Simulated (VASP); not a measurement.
# Bi (R-3m) in VASP: single point with PBEsol

Aim: the single point of Bi with PBEsol.

Everything below comes from runs of VASP 6.6.1. Logs are shortened: lines on timing, memory, paths and dates and some standing lists are left out, and cuts for length are marked.

## 1. The cell of the first run

Symmetry: R-3m, No. 166, trigonal system. Conventional cell: a = 4.682 Å, b = 4.682 Å, c = 12.218 Å, α = 90.00°, β = 90.00°, γ = 120.00°. Within 4.2 Å of Bi (site symmetry 3m) lie 6 Bi at 3.16 to 3.63 Å.

## 2. Single point, PBEsol (strain +0.030 along x and y, +0.030 along z)

INCAR reads:

```
SYSTEM = Bi
ALGO = Fast
EDIFF = 1E-7
ENCUT = 520
GGA = PS
ISIF = 2
ISMEAR = 0
LASPH = .TRUE.
LCHARG = .TRUE.
LELF = .TRUE.
LREAL = .FALSE.
LVHAR = .TRUE.
LWAVE = .FALSE.
NBANDS = 22
NELM = 80
PREC = Accurate
SIGMA = 0.15
```

KPOINTS reads:

```
k-points
0
G
  12 12 12
  0 0 0
```

POSCAR reads:

```
Bi
1.0
    2.3411896687      1.3516864855      4.0726200000
   -2.3411896687      1.3516864855      4.0726200000
    0.0000000000     -2.7033729709      4.0726200000
Bi
2
Direct
    0.2338900000      0.2338900000      0.2338900000
    0.7661100000      0.7661100000      0.7661100000
```

Potentials or basis: VASP PAW PBE potentials, release 64 (Bi_d).

Command:

```console
$ cat potpaw_PBE.64/Bi_d/POTCAR > POTCAR
$ mpirun -np 1 vasp_std > vasp.out
```

OUTCAR:

```text
SYSTEM = Bi
   EDIFF = 1E-7
   ENCUT = 520
   GGA = PS
   ISIF = 2
   ISMEAR = 0
   LASPH = .TRUE.
   LREAL = .FALSE.
   NELM = 80
   PREC = Accurate

 ion  position               nearest neighbor table
   1  0.234  0.234  0.234-   2 3.16   2 3.16   2 3.16   2 3.63   2 3.63   2 3.63
   2  0.766  0.766  0.766-   1 3.16   1 3.16   1 3.16   1 3.63   1 3.63   1 3.63

  LATTYP: Found a trigonal (rhomboedric) cell.
 ALAT       =     4.8881958926
 COS(alpha) =     0.5412184017

  Lattice vectors:

 A1 = (   2.3411896687,   1.3516864855,   4.0726200000)
 A2 = (  -2.3411896687,   1.3516864855,   4.0726200000)
 A3 = (   0.0000000000,  -2.7033729709,   4.0726200000)

Analysis of symmetry for initial positions (statically):
=====================================================================
 Subroutine PRICEL returns:
 Original cell was already a primitive cell.

 Routine SETGRP: Setting up the symmetry group for a
 trigonal (rhombohedral) supercell.

 Subroutine GETGRP returns: Found 12 space group operations
 (whereof 12 operations were pure point group operations)
 out of a pool of 12 trial point group operations.

The static configuration has the point symmetry D_3d.

Analysis of symmetry for dynamics (positions and initial velocities):
=====================================================================
 Subroutine PRICEL returns:
 Original cell was already a primitive cell.

 Routine SETGRP: Setting up the symmetry group for a
 trigonal (rhombohedral) supercell.

 Subroutine GETGRP returns: Found 12 space group operations
 (whereof 12 operations were pure point group operations)
 out of a pool of 12 trial point group operations.

The dynamic configuration has the point symmetry D_3d.

 Subroutine INISYM returns: Found 12 space group operations
 (whereof 12 operations are pure point group operations),
 and found     1 'primitive' translations

----------------------------------------------------------------------------------------

                                     Primitive cell

  volume of cell :      77.3282

  direct lattice vectors                    reciprocal lattice vectors
     2.341189669  1.351686485  4.072620000     0.213566635  0.123302754  0.081847394
    -2.341189669  1.351686485  4.072620000    -0.213566635  0.123302754  0.081847394
     0.000000000 -2.703372971  4.072620000     0.000000000 -0.246605509  0.081847394

  length of vectors
[... 79 lines left out ...]
   LASPH  =      T    aspherical Exc in radial PAW
   ENCUT  =  520.0 eV  38.22 Ry    6.18 a.u.   9.09  9.09  9.09*2*pi/ulx,y,z
   NELM   =     80;   NELMIN=  2; NELMDL= -5     # of ELM steps
   EDIFF  = 0.1E-06   stopping-criterion for ELM
   LREAL  =      F    real-space projection
   EDIFFG = 0.1E-05   stopping-criterion for IOM
   NSW    =      0    number of steps for IOM
   IBRION =     -1    ionic relax: 0-MD 1-quasi-New 2-CG
   NFREE  =      0    steps in history (QN), initial steepest desc. (CG)
   ISIF   =      2    stress and relaxation
   ISYM   =      2    0-nonsym 1-usesym 2-fastsym
   POTIM  = 0.5000    time-step for ionic-motion
   TEBEG  =    0.0;   TEEND  =   0.0 temperature during run
   PSTRESS=    0.0 pullay stress
   NELECT =      30.0000    total number of electrons
   NUPDOWN=      -1.0000    fix difference up-down
   EMIN   =  10.00;   EMAX   =-10.00  energy-range for DOS
   EFERMI =   0.00;   METHOD = LEGACY
   ISMEAR =     0;   SIGMA  =   0.15  broadening in eV -4-tet -1-fermi 0-gaus
   EFERMI_NEDOS =   21; number of points for ismear=-14 and -15
   IALGO  =     68    algorithm
   IMIX   =      4    mixing-type and parameters
     AMIX     =   0.40;   BMIX     =  1.00
     AMIX_MAG =   1.60;   BMIX_MAG =  1.00
  volume/ion in A,a.u.               =      38.66       260.92
  Fermi-wavevector in a.u.,A,eV,Ry     =   1.193995  2.256324 19.396808  1.425625
  Thomas-Fermi vector in A             =   2.329996
   LORBIT       =      0    0 simple, 1 ext, 2 COOP (PROOUT), +10 PAW based schemes
   GGA     = PS    functional components
   LHFCALC =     F    Hartree Fock is set to
   AEXX    =    0.0000 exact exchange contribution
   IVDW    =     0    specifies the selected vdW correction
   LEPSILON=     F    determine dielectric tensor
   LRPA    =     F    only Hartree local field effects (RPA)
 non-spin polarized calculation
 RMM-DIIS sequential band-by-band and
 Gauss-broadening in eV      SIGMA  =   0.15
  energy-cutoff  :      520.00
  volume of cell :       77.33
 maximum number of plane-waves:      2100
   NGX = 19   NGY = 19   NGZ = 19

 number of electron      30.0000000 magnetization

 Free energy of the ion-electron system (eV)
  ---------------------------------------------------
  ext. energy  EPLUGINS =         0.00000000
  ---------------------------------------------------
  free energy    TOTEN  =        -8.49950092 eV

  energy without entropy =       -8.49693123  energy(sigma->0) =       -8.49821607

 E-fermi :   5.1119     XC(G=0):  -9.2726

 val. band max:        5.0694563713   @ k =  -0.4167   0.5000   0.4167
 cond. band min:       5.1496604256   @ k =   0.4167   0.0000   0.0000
 fundamental gap:      0.0802040543
 Fermi energy:         5.1118874113

 k-point     1 :       0.0000    0.0000    0.0000
  band No.  band energies     occupation
      1     -17.5789      2.00000
      2     -17.5789      2.00000
      3     -17.4647      2.00000
      4     -17.4647      2.00000
      5     -17.4525      2.00000
      6     -17.3297      2.00000
[... 589 lines left out ...]
     21      12.9514      0.00000
     22      14.8304      0.00000

 [... further k-points ...]

------------------------ aborting loop because EDIFF is reached ----------------------------------------

  FORCE on cell =-STRESS in cart. coord.  units (eV):
  Direction    XX          YY          ZZ          XY          YZ          ZX
  --------------------------------------------------------------------------------------
  -------------------------------------------------------------------------------------
  Total       -2.0550134     -2.0550134     -1.7009115      0.0000000     -0.0000000      0.0000000
  in kB      -42.5782230    -42.5782230    -35.2415161      0.0000000     -0.0000000      0.0000000
  external PRESSURE =     -40.1326540 kB  Pullay stress =       0.0000000 kB

 VOLUME and BASIS-vectors are now :
 -----------------------------------------------------------------------------
  energy-cutoff  :      520.00
  volume of cell :       77.33
      direct lattice vectors                 reciprocal lattice vectors
     2.341189669  1.351686485  4.072620000     0.213566635  0.123302754  0.081847394
    -2.341189669  1.351686485  4.072620000    -0.213566635  0.123302754  0.081847394
     0.000000000 -2.703372971  4.072620000     0.000000000 -0.246605509  0.081847394

 POSITION                                       TOTAL-FORCE (eV/Angst)
 -----------------------------------------------------------------------------------
      0.00000      0.00000      2.85764         0.000000     -0.000000     -0.234133
      0.00000      0.00000      9.36022         0.000000      0.000000      0.234133
 -----------------------------------------------------------------------------------
    total drift:                                0.000000     -0.000000      0.000000

  FREE ENERGIE OF THE ION-ELECTRON SYSTEM (eV)
  ---------------------------------------------------
  free  energy   TOTEN  =        -8.4995009214 eV

  energy  without entropy=       -8.4969312274  energy(sigma->0) =       -8.49821607
```

OSZICAR:

```text
N       E                     dE             d eps       ncg     rms          rms(c)
DAV:   1     0.302972073663E+03    0.30297E+03   -0.16086E+04  8328   0.158E+03
DAV:   2     0.173704229376E+02   -0.28560E+03   -0.27854E+03  8448   0.426E+02
DAV:   3    -0.760794017333E+01   -0.24978E+02   -0.24695E+02 10014   0.141E+02
DAV:   4    -0.847791776490E+01   -0.86998E+00   -0.86951E+00 10362   0.292E+01
DAV:   5    -0.851320898590E+01   -0.35291E-01   -0.35290E-01 11802   0.527E+00    0.102E+00
RMM:   6    -0.850267915731E+01    0.10530E-01   -0.18165E-02  9884   0.146E+00    0.613E-01
RMM:   7    -0.849916675658E+01    0.35124E-02   -0.19283E-02  9648   0.135E+00    0.115E-01
RMM:   8    -0.849930302345E+01   -0.13627E-03   -0.41211E-03 11108   0.763E-01    0.234E-02
RMM:   9    -0.849949901642E+01   -0.19599E-03   -0.20273E-03 14055   0.347E-01    0.316E-02
RMM:  10    -0.849953760694E+01   -0.38591E-04   -0.21000E-04 13969   0.120E-01    0.493E-02
RMM:  11    -0.849950437692E+01    0.33230E-04   -0.50328E-05  9469   0.809E-02    0.134E-02
RMM:  12    -0.849950231448E+01    0.20624E-05   -0.18997E-05 11398   0.435E-02    0.757E-03
RMM:  13    -0.849950232946E+01   -0.14977E-07   -0.59785E-06 12712   0.195E-02    0.610E-03
RMM:  14    -0.849950255856E+01   -0.22910E-06   -0.12002E-06 10759   0.812E-03    0.655E-03
RMM:  15    -0.849950090593E+01    0.16526E-05   -0.35677E-06 12017   0.222E-02    0.284E-03
RMM:  16    -0.849950092136E+01   -0.15424E-07   -0.20966E-07  6127   0.539E-03
   1 F= -.84995009E+01 E0= -.84982161E+01  d E =-.256969E-02
```

stdout:

```text
POSCAR found type information on POSCAR Bi
 POSCAR found :  1 types and       2 ions
 scaLAPACK will be used
 -----------------------------------------------------------------------------
|                                                                             |
|                                                                             |
|     You enforced a specific xc type in the INCAR file but a different       |
|     I HOPE YOU KNOW WHAT YOU ARE DOING!                                     |
|                                                                             |
 -----------------------------------------------------------------------------

 LDA part: xc-table for (Slater+PW92), standard interpolation
 POSCAR, INCAR and KPOINTS ok, starting setup
 FFT: planning ... GRIDC
 FFT: planning ... GRID_SOFT
 FFT: planning ... GRID
 WAVECAR not read
 entering main loop
WARNING in EDDRMM: call to ZHEGV failed, returncode =   8  4     22
WARNING in EDDRMM: call to ZHEGV failed, returncode =   8  4     22
WARNING in EDDRMM: call to ZHEGV failed, returncode =   8  4     22
WARNING in EDDRMM: call to ZHEGV failed, returncode =   6  3     22
```

Run time: 7 min. Hardware: 1 thread of Intel Xeon 8259CL, shared host; peak memory 0.39 GiB.

Results:

| Quantity | Value |
| --- | --- |
| Free energy | -8.4995 eV |
| Pressure | -4.0 GPa |
| Largest force | 0.234 eV/Å |
| Band gap on the k mesh | zero (bands 15 and 16 overlap by 0.17 eV) |

Forces on the atoms (eV/Å):
```
Bi   0.000  0.000 -0.234
Bi   0.000  0.000  0.234
```

Stress tensor (GPa, compression positive):
```
-4.26  0.00  0.00
 0.00 -4.26  0.00
 0.00  0.00 -3.52
```

Caveat: the cell differs from its parent crystal (strain +0.030 along x and y, +0.030 along z); the cell stands under tension; the PAW data sets were made with another functional, which shifts forces and pressure a little; spin-orbit coupling is left out, which moves the levels of the heavy elements.
